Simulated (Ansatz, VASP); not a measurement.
Two plane-wave programs on Te2Mo

```xyz
3
Lattice="3.5602 0.0000 0.0000 -1.7801 3.0833 0.0000 0.0000 0.0000 17.5241" Properties=species:S:1:pos:R:3 pbc="T T T"
Te    0.0000    2.0178   15.7669
Te    0.0000    2.0178    1.8228
Mo    0.0000    0.0000    0.0000
```

Change from the starting cell: all Te atoms moved +0.050 Å, as atom 1 towards its neighbour atom 3 (Mo) at 2.726 Å.

Alike in both runs: task single point; functional r2SCAN; k mesh 12 × 12 × 2; occupations gaussian, width 0.05 eV; no spin polarisation.

|  | VASP | Ansatz |
| --- | --- | --- |
| version | VASP 6.6.1 | Ansatz 0.2.0 |
| potentials or method | VASP PAW PBE potentials, release 64 (Te, Mo_sv), cutoff 520 eV | scalar-relativistic, plane waves, PAW |
| valence electrons in the cell | 26 | 46 |

Ansatz gave:

| Quantity | Value |
| --- | --- |
| gap on the k mesh at the Fermi level (eV) | 1.13 |
| least direct gap on the mesh (eV) | 1.13 |
| rms of the force components (eV/Å) | 0.371 |

Task: Estimate VASP's values.

Result: gap on the k mesh at the Fermi level (eV): 1.13; least direct gap on the mesh (eV): 1.13; rms of the force components (eV/Å): 0.372.

VASP's potentials were made for PBE, not for r2SCAN. Atom by atom the forces differ by 0.012 eV/Å (rms over components). VASP's potentials hold 26 valence electrons a cell and Ansatz's 46, so a difference there can come from the potentials and not from the codes.

Neither program's run includes spin-orbit coupling.
